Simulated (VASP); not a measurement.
Here is a VASP 6.6.1 calculation.

File INCAR:

```
ALGO = Normal ; EDIFF = 1E-7
ENCUT = 520 ; GGA = PE
ISIF = 2 ; ISMEAR = 0
LASPH = T ; LCHARG = F
LREAL = F ; LWAVE = F
NBANDS = 34 ; NELM = 80
PREC = Accurate ; SIGMA = 0.1
```

File KPOINTS:

```
k-points
0
Gamma
  3 3 4
```

Contents of POSCAR:

```
Na3HfTe3
1.0
    5.9893488800      0.0000000000      0.0000000000
   -2.9946744400      5.1869282800      0.0000000000
    0.0000000000      0.0000000000      6.4724063700
Na Hf Te
3 1 3
Direct
    0.3333333300      0.6666666700      0.5582128600
    0.6666666700      0.3333333300      0.4417871400
    0.0000000000      0.0000000000      0.5000000000
    0.0000000000      0.0000000000      0.0000000000
    0.5000000000      0.0000000000      0.0000000000
    0.0000000000      0.5000000000      0.0000000000
    0.5000000000      0.5000000000      0.0000000000
```

Potentials or basis: VASP PAW PBE potentials, release 64 (Na_pv, Hf_pv, Te).

Run with:

```sh
$ cat potpaw_PBE.64/Na_pv/POTCAR potpaw_PBE.64/Hf_pv/POTCAR potpaw_PBE.64/Te/POTCAR > POTCAR
$ mpirun -np 1 vasp_std > vasp.out
```

Task: Predict the band gap on the k mesh.

Result: Zero (an odd number of electrons rules out a gap without spin polarisation).

Task: Estimate the largest force.

Result: 0.044 eV/Å.

Task: What does it give for the pressure?

Result: 6.5 GPa.

Stress tensor (GPa, compression positive):
```
10.08  0.00  0.00
 0.00 10.08  0.00
 0.00  0.00 -0.68
```

Caveat: the k points lie up to 0.40 Å⁻¹ apart, too coarse for converged energies and pressures of a metal; spin-orbit coupling is left out, which moves the levels of the heavy elements.
